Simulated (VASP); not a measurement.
Runs of VASP 6.6.1 on Pb. The structure is that of space group Fd-3m (No. 227), or close to it. The cells are those of the table. This isn't the form of Pb at room conditions, which is fcc.

```tsv
task	level	potentials or basis	cell	k mesh	cutoff (eV)	gap on the mesh (eV)	pressure (GPa)	relaxed volume (Å³/atom)
single point	LDA	VASP PAW LDA potentials, release 64 (Pb_d)	a = 4.536 Å, angles 60.0°, 2 atoms	7 × 7 × 7	520	none	10.1	-
relaxation of cell and atoms	PBEsol	VASP PAW PBE potentials, release 64 (Pb_d)	relaxed to 2 GPa from a = 4.863 Å, angles 60.0°, 2 atoms	7 × 7 × 7	600	none	2.0	-
single point	PBEsol	VASP PAW PBE potentials, release 64 (Pb_d)	a = 4.962, b = 4.962, c = 4.863 Å, angles 60.7, 60.7, 58.7°, 2 atoms	6 × 6 × 6	520	none	-0.7	-
relaxation of cell and atoms	PBEsol	VASP PAW PBE potentials, release 64 (Pb_d)	relaxed from a = 4.863 Å, angles 60.0°, 2 atoms	7 × 7 × 7	600	none	0.0	(b)
relaxation of cell and atoms	LDA	VASP PAW LDA potentials, release 64 (Pb_d)	relaxed from a = 4.863 Å, angles 60.0°, 2 atoms	7 × 7 × 7	600	none	0.0	39.91
single point	LDA	VASP PAW LDA potentials, release 64 (Pb_d)	a = 4.275 Å, angles 60.0°, 2 atoms	7 × 7 × 7	520	none	30.3	-
relaxation of cell and atoms	LDA	VASP PAW LDA potentials, release 64 (Pb_d)	relaxed to 5 GPa from a = 4.863 Å, angles 60.0°, 2 atoms	7 × 7 × 7	600	none	5.0	-
single point	PBE	VASP PAW PBE potentials, release 64 (Pb_d)	a = 4.764 Å, angles 60.0°, 2 atoms	7 × 7 × 7	520	none	(a)	-
```

Alike in all rows: no spin polarisation; smearing fermi-dirac 0.05 eV.

Task: Fill in the values left out.

Result: (a) 4.9; (b) 41.22.

Caveats: spin-orbit coupling is left out, which moves the levels of the heavy elements; the cell stands under pressure (at least some runs); the PAW data sets were made with another functional, which shifts forces and pressure a little (at least some runs); the cell is relaxed towards a set pressure, so the run minimises the enthalpy, not the energy (at least some runs).

A k mesh can miss the band edges, and the runs leave out spin-orbit coupling on Pb.

A gap of «none» marks levels without a gap at the run's occupations.
